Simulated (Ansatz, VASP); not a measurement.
**One calculation of CdInS2, two programs**

```xyz
4
Lattice="3.7498 0.0000 0.0000 -1.8749 3.2475 0.0000 0.0000 0.0000 7.2578" Properties=species:S:1:pos:R:3 pbc="T T T"
Cd    0.0000    0.0000    0.0000
In    0.0000    0.0000    3.6289
S     1.8749    1.0825    5.7665
S     0.0000    2.1650    1.4914
```

Alike in both runs: task single point; functional PBE; k mesh 12 × 12 × 6; occupations gaussian, width 0.15 eV; no spin polarisation.

```csv
,VASP,Ansatz
version,VASP 6.6.1,Ansatz 0.2.0
potentials or method,"VASP PAW PBE potentials, release 64 (Cd, In_d, S), cutoff 520 eV","scalar-relativistic, plane waves, PAW"
valence electrons in the cell,37,45
```

|  | VASP | Ansatz | Ansatz less VASP |
| --- | --- | --- | --- |
| gap on the k mesh at the Fermi level (eV) | none | none | - |
| pressure (GPa) | 2.6 | 2.3 | -0.25 |
| traceless stress, the component that is largest in VASP (GPa) | -5.97 | -5.97 | -0.002 |
| rms of the force components (eV/Å) | 0.546 | 0.527 | -0.0183 |

Atom by atom the forces differ by 0.018 eV/Å (rms over components). A gap of «none» marks a metal or a gap that the smearing closes. With one functional, cell and mesh, what is left measures potentials, basis and numerics. VASP's potentials hold 37 valence electrons a cell and Ansatz's 45, so a difference there can come from the potentials and not from the codes.
